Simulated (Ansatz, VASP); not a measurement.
**Nb: VASP beside Ansatz**

The input POSCAR:

```
Nb
1.0
   -1.4545883700      1.6009203400      1.6273015200
    1.6190107300     -1.9818268200      2.1726303600
    1.2182993000      1.7455377500     -2.0082080000
Nb
1
Direct
    0.0000000000      0.0000000000      0.0000000000
```

The input INCAR.step1:

```
SYSTEM = Nb
PREC     = Accurate       ! precision mode
ENCUT    = 520            ! plane-wave cutoff, eV
EDIFF    = 1E-5           ! SCF threshold, eV
ISMEAR   = -1             ! smearing method
SIGMA    = 0.05           ! smearing width, eV
LREAL    = .FALSE.        ! projectors in reciprocal space
LASPH    = .TRUE.         ! aspherical terms in the spheres
NELM     = 60             ! most SCF steps
ALGO     = Normal         ! electronic algorithm
ISIF     = 2              ! what is computed and relaxed
LWAVE    = .TRUE.         ! write WAVECAR
LCHARG   = .FALSE.        ! write CHGCAR
NBANDS   = 12             ! bands
GGA      = PE             ! functional
KPAR     = 4
```

The input INCAR.step2:

```
SYSTEM = Nb
PREC     = Accurate       ! precision mode
ENCUT    = 520            ! plane-wave cutoff, eV
EDIFF    = 1E-7           ! SCF threshold, eV
ISMEAR   = -1             ! smearing method
SIGMA    = 0.05           ! smearing width, eV
LREAL    = .FALSE.        ! projectors in reciprocal space
LASPH    = .TRUE.         ! aspherical terms in the spheres
NELM     = 60             ! most SCF steps
ALGO     = Normal         ! electronic algorithm
ISIF     = 2              ! what is computed and relaxed
LWAVE    = .FALSE.        ! write WAVECAR
LCHARG   = .FALSE.        ! write CHGCAR
GGA      = PE             ! functional
LHFCALC  = .TRUE.         ! exact exchange
HFSCREEN = 0.2079         ! screening, 1/A
PRECFOCK = Normal       
NBANDS   = 12             ! bands
ISTART   = 1            
KPAR     = 4
```

The input KPOINTS:

```
Automatic mesh
0
G
  6 6 7
  0 0 0
```

File input:

```
crystal:
  lattice:
    - [-1.45458837, 1.60092034, 1.62730152]
    - [1.61901073, -1.98182682, 2.17263036]
    - [1.2182993, 1.74553775, -2.008208]
  atoms:
    - { symbol: Nb, position: [0.0, 0.0, 0.0] }
hamiltonian:
  xc: hse06
  pseudopotentials: { kind: paw }
kpoints:
  mp_grid: { grid: [6, 6, 7] }
  band_path:
    path:
      - [[0.0, 0.5, 0.0], [0.0, 0.0, 0.0], [0.0, -0.5, 0.5]]
      - [[0.0, 0.0, 0.5], [0.0, 0.0, 0.0], [0.5, 0.0, -0.5]]
      - [[0.5, 0.5, -0.5], [0.0, 0.0, 0.0], [0.5, -0.5, 0.0]]
      - [[0.5, 0.0, 0.0], [0.0, 0.0, 0.0]]
    npoints: 4
scf:
  occupations: { method: fermi_dirac, width: 0.05 }
  n_extra_bands: 6
output:
  forces: true
  stress: true
  eigenvalues: true
  fatbands: false
```

Change from the starting cell: cell sheared at random, sigma 0.1, atoms nudged by 0.01 Å.

Alike in both runs: functional HSE06; k mesh 6 × 6 × 7; occupations fermi-dirac, width 0.05 eV; no spin polarisation.

```csv
,VASP,Ansatz
version,VASP 6.6.1,Ansatz 0.2.0
potentials or method,"VASP PAW PBE potentials, release 64 (Nb_sv)",Ansatz PAW
plane-wave cutoff (eV),520,420
valence electrons in the cell,13,13
task,single point,band structure
```

VASP gave:

| Item | Value |
| --- | --- |
| gap on the k mesh at the Fermi level (eV) | none |
| pressure (GPa) | 6.2 |
| traceless stress, the component that is largest in VASP (GPa) | 16.62 |

Which values does Ansatz return?

gap on the k mesh at the Fermi level (eV): none; pressure (GPa): 6.5; traceless stress, the component that is largest in VASP (GPa): 16.57.

A gap of «none» marks a metal or a gap that the smearing closes.

The k mesh is coarse, so the values compare programs but aren't converged.
